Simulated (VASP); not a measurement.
A run of VASP 6.6.1:

The input INCAR:

```
SYSTEM = Si
PREC = Accurate
ENCUT = 520
EDIFF = 1E-7
ISMEAR = -1
SIGMA = 0.01
LREAL = .FALSE.
LASPH = .TRUE.
NELM = 150
ALGO = Normal
ISIF = 2
LWAVE = .FALSE.
LCHARG = .FALSE.
ISPIN = 2
MAGMOM = 2
LORBIT = 11
GGA = PE
ISYM = 0
NBANDS = 12
```

KPOINTS

```
regular mesh
0
G
  1 1 1
  0 0 0
```

Contents of POSCAR:

```
Si
1.0
   14.0000000000      0.0000000000      0.0000000000
    0.0000000000     14.4000000000      0.0000000000
    0.0000000000      0.0000000000     14.8000000000
Si
1
Direct
    0.5000000000      0.5000000000      0.5000000000
```

Potentials or basis: VASP PAW PBE potentials, release 64 (Si).

The run is started by

```console
$ cat potpaw_PBE.64/Si/POTCAR > POTCAR
$ mpirun -np 1 vasp_gam > vasp.out
```

Hardware: 1 thread of Intel Xeon 8259CL, with other jobs on the host.

**Question.** Estimate the wall time of this run.

**Answer.** Wall time 14 min on 1 thread of Intel Xeon 8259CL, on a shared host, peak memory 2.8 GiB. Counts: scf iterations 31, k points 1.
